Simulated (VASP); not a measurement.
Runs of VASP 6.6.1 on LiH. The structure is that of space group P6_3/mmc (No. 194), or close to it. The cells are those of the table. 

```csv
cell,gap on the mesh (eV)
"a = 2.827, b = 2.827, c = 4.953 Å, angles 90.0, 90.0, 120.0°, 4 atoms",(a)
"a = 2.734, b = 2.734, c = 4.790 Å, angles 90.0, 90.0, 120.0°, 4 atoms",(b)
"a = 2.782, b = 2.782, c = 4.873 Å, angles 90.0, 90.0, 120.0°, 4 atoms",4.36
"a = 2.686, b = 2.686, c = 4.705 Å, angles 90.0, 90.0, 120.0°, 4 atoms",4.48
"a = 2.871, b = 2.871, c = 5.030 Å, angles 90.0, 90.0, 120.0°, 4 atoms",4.24
```

Alike in all rows: task single point; level PBE; potentials or basis VASP PAW PBE potentials, release 64 (Li_sv, H); no spin polarisation; k mesh 6 × 6 × 2; cutoff (eV) 520; smearing gaussian 0.01 eV.

**Question.** Fill in the values left out.

**Answer.** (a) 4.30; (b) 4.42.

Caveats: all runs use coarse meshes.

A k mesh can miss the band edges.
